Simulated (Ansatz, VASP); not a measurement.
# NiO in VASP and in Ansatz

Contents of INCAR:

```
SYSTEM = NiO
  ALGO = Normal
  EDIFF = 1E-6
  ENCUT = 700
  GGA = PE
  GGA_COMPAT = .FALSE.
  ISIF = 2
  ISMEAR = -1
  ISPIN = 2
  LASPH = .TRUE.
  LCHARG = .TRUE.
  LELF = .TRUE.
  LMAXMIX = 4
  LORBIT = 11
  LREAL = .FALSE.
  LVHAR = .TRUE.
  LWAVE = .FALSE.
  MAGMOM = 1 0
  NBANDS = 23
  NELM = 200
  NUPDOWN = 1.0
  PREC = Accurate
  SIGMA = 0.05
```

The input KPOINTS:

```
k-points
0
G
  9 9 9
  0 0 0
```

The input POSCAR:

```
NiO
1.0
    0.0000000000      2.0913095100      2.0913095100
    2.0913095100      0.0000000000      2.0913095100
    2.0913095100      2.0913095100      0.0000000000
Ni O
1 1
Direct
    0.0000000000      0.0000000000      0.0000000000
    0.5000000000      0.5000000000      0.5000000000
```

The input input.yaml:

```yaml
crystal:
  lattice:
    - [0.0, 2.09130951, 2.09130951]
    - [2.09130951, 0.0, 2.09130951]
    - [2.09130951, 2.09130951, 0.0]
  atoms:
    - { symbol: Ni, position: [0.0, 0.0, 0.0], spin: 1.0 }
    - { symbol: O, position: [0.5, 0.5, 0.5] }
hamiltonian:
  xc: pbe
  pseudopotentials: { kind: paw }
magnetization:
  spin_polarized: true
  initial_magnetization: 1.0
  spin_locking: { lock_magnetization: hard }
kpoints:
  mp_grid: { grid: [9, 9, 9] }
scf:
  occupations: { method: fermi_dirac, width: 0.05 }
  lower_state_search: "off"
output:
  forces: true
  stress: true
  eigenvalues: true
```

Alike in both runs: task single point; functional PBE; k mesh 9 × 9 × 9; occupations fermi-dirac, width 0.05 eV; collinear spin; fixed moment 1 μB.

|  | VASP | Ansatz |
| --- | --- | --- |
| version | VASP 6.6.1 | Ansatz 0.2.0 |
| potentials or method | VASP PAW PBE potentials, release 64 (Ni_sv_GW, O) | Ansatz PAW |
| plane-wave cutoff (eV) | 700 | 420 |
| valence electrons in the cell | 24 | 24 |

```csv
,VASP,Ansatz,Ansatz less VASP
pressure (GPa),-2.0,-1.1,+0.90
net moment per atom (μB),0.50,0.50,0.000
size of the moment on the site where the two differ most (μB),0.87,0.85,-0.022
```

Site moments also hang on the region over which each program counts them.
